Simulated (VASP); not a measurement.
# HgTe (F-43m) in VASP: settings compared, part 2 of 2

VASP 6.6.1. The steps go on from the part before.

## (3) Electric field gradients, r2SCAN

The input, POSCAR:

```
HgTe
1.0
    0.0000000000      3.2235000000      3.2235000000
    3.2235000000      0.0000000000      3.2235000000
    3.2235000000      3.2235000000      0.0000000000
Hg Te
1 1
Direct
    0.0000000000      0.0000000000      0.0000000000
    0.2500000000      0.2500000000      0.2500000000
```

The input, INCAR.step1:

```
  ALGO = Normal
  EDIFF = 1E-4
  ENCUT = 520
  GGA = PE
  ISMEAR = -1
  LASPH = True
  LCHARG = False
  LREAL = False
  LWAVE = True
  NBANDS = 16
  NELM = 60
  PREC = Accurate
  SIGMA = 0.05
```

The input, INCAR.step2:

```
  ALGO = Normal
  EDIFF = 1E-8
  ENCUT = 520
  ISIF = 2
  ISMEAR = -1
  ISTART = 1
  LASPH = True
  LCHARG = False
  LEFG = True
  LMIXTAU = True
  LREAL = False
  LWAVE = False
  METAGGA = R2SCAN
  NBANDS = 16
  NELM = 60
  PREC = Accurate
  SIGMA = 0.05
```

The input, KPOINTS:

```
k-points
0
Gamma
  13 13 13
```

Potentials or basis: VASP PAW PBE potentials, release 64 (Hg, Te).

Started as:

```bash
cat potpaw_PBE.64/Hg/POTCAR potpaw_PBE.64/Te/POTCAR > POTCAR
cp INCAR.step1 INCAR
mpirun -np 1 vasp_std > vasp.out
cp INCAR.step2 INCAR
mpirun -np 1 vasp_std > vasp.out
```

OUTCAR:

```text
EDIFF = 1E-8
   ENCUT = 520
   ISIF = 2
   ISMEAR = -1
   ISTART = 1
   LASPH = True
   LREAL = False
   METAGGA = R2SCAN
   NELM = 60
   PREC = Accurate

 ion  position               nearest neighbor table
   1  0.000  0.000  0.000-   2 2.79   2 2.79   2 2.79   2 2.79
   2  0.250  0.250  0.250-   1 2.79   1 2.79   1 2.79   1 2.79

  LATTYP: Found a face centered cubic cell.
 ALAT       =     6.4470000000

  Lattice vectors:

 A1 = (   0.0000000000,   3.2235000000,   3.2235000000)
 A2 = (   3.2235000000,   0.0000000000,   3.2235000000)
 A3 = (   3.2235000000,   3.2235000000,   0.0000000000)

Analysis of symmetry for initial positions (statically):
=====================================================================
 Subroutine PRICEL returns:
 Original cell was already a primitive cell.

 Routine SETGRP: Setting up the symmetry group for a
 face centered cubic supercell.

[... 644 lines left out ...]
  volume of cell :       66.99
      direct lattice vectors                 reciprocal lattice vectors
     0.000000000  3.223500000  3.223500000    -0.155110904  0.155110904  0.155110904
     3.223500000  0.000000000  3.223500000     0.155110904 -0.155110904  0.155110904
     3.223500000  3.223500000  0.000000000     0.155110904  0.155110904 -0.155110904

 POSITION                                       TOTAL-FORCE (eV/Angst)
 -----------------------------------------------------------------------------------
      0.00000      0.00000      0.00000        -0.000000     -0.000000     -0.000000
      1.61175      1.61175      1.61175         0.000000      0.000000      0.000000
 -----------------------------------------------------------------------------------
    total drift:                                0.000000      0.000000     -0.000000

  FREE ENERGIE OF THE ION-ELECTRON SYSTEM (eV)
  ---------------------------------------------------
  free  energy   TOTEN  =       -75.1305608900 eV

  energy  without entropy=      -75.1303581785  energy(sigma->0) =      -75.13045953

 Electric field gradients (V/A^2)
---------------------------------------------------------------------
 ion       V_xx      V_yy      V_zz      V_xy      V_xz      V_yz
---------------------------------------------------------------------
   1       0.000     0.000     0.000    -0.000    -0.000    -0.000
   2       0.000     0.000     0.000    -0.000    -0.000    -0.000
---------------------------------------------------------------------

 Electric field gradients after diagonalization (V/A^2)
 (convention: |V_zz| > |V_xx| > |V_yy|)
----------------------------------------------------------------------
 ion       V_xx      V_yy      V_zz     asymmetry (V_yy - V_xx)/ V_zz
----------------------------------------------------------------------
   1       0.000     0.000    -0.001       0.000
   2       0.000     0.000    -0.000       0.000
----------------------------------------------------------------------

           NMR quadrupolar parameters

 Cq : quadrupolar parameter    Cq=e*Q*V_zz/h
 eta: asymmetry parameters     (V_yy - V_xx)/ V_zz
 Q  : nuclear electric quadrupole moment in mb (millibarn)
----------------------------------------------------------------------
 ion       Cq(MHz)       eta       Q (mb)
----------------------------------------------------------------------
   1      -0.000       0.000       1.000
   2      -0.000       0.000       1.000
----------------------------------------------------------------------
```

OUTCAR.step1:

```text
EDIFF = 1E-4
   ENCUT = 520
   GGA = PE
   ISMEAR = -1
   LASPH = True
[... 677 lines left out ...]
      0.00000      0.00000      0.00000         0.000000      0.000000      0.000000
      1.61175      1.61175      1.61175        -0.000000     -0.000000     -0.000000
 -----------------------------------------------------------------------------------
    total drift:                                0.000000      0.000000      0.000000

  FREE ENERGIE OF THE ION-ELECTRON SYSTEM (eV)
  ---------------------------------------------------
  free  energy   TOTEN  =        -3.5726298674 eV

  energy  without entropy=       -3.5724165222  energy(sigma->0) =       -3.57252319
```

OSZICAR.step1:

```text
N       E                     dE             d eps       ncg     rms          rms(c)
DAV:   1     0.105842993459E+03    0.10584E+03   -0.81117E+03  2704   0.977E+02
DAV:   2    -0.417361680809E-01   -0.10588E+03   -0.99325E+02  3064   0.230E+02
DAV:   3    -0.375089208268E+01   -0.37092E+01   -0.36982E+01  3360   0.441E+01
DAV:   4    -0.378590823583E+01   -0.35016E-01   -0.35014E-01  3872   0.385E+00
DAV:   5    -0.378603573556E+01   -0.12750E-03   -0.12750E-03  3648   0.203E-01    0.781E+00
DAV:   6    -0.358116628893E+01    0.20487E+00   -0.40012E-01  3096   0.861E+00    0.616E+00
DAV:   7    -0.357344248726E+01    0.77238E-02   -0.10125E-01  3128   0.219E+00    0.221E+00
DAV:   8    -0.357261563813E+01    0.82685E-03   -0.11071E-02  2984   0.121E+00    0.552E-01
DAV:   9    -0.357262986744E+01   -0.14229E-04   -0.73612E-04  3512   0.314E-01
   1 F= -.35726299E+01 E0= -.35725232E+01  d E =-.213345E-03
```

It took 2.7 min on 1 thread of Intel Xeon 6975P-C (Granite Rapids), shared host; peak memory 0.28 GiB.

Results:

- Free energy: -75.1306 eV
- Pressure: 2.8 GPa
- Band gap on the k mesh: zero (filled and empty bands touch)

Caveat: without QUAD_EFG the Cq values of the log hold for a quadrupole moment of 1 mb, not for the nuclei; the PAW data sets were made with another functional, which shifts forces and pressure a little; spin-orbit coupling is left out, which moves the levels of the heavy elements.
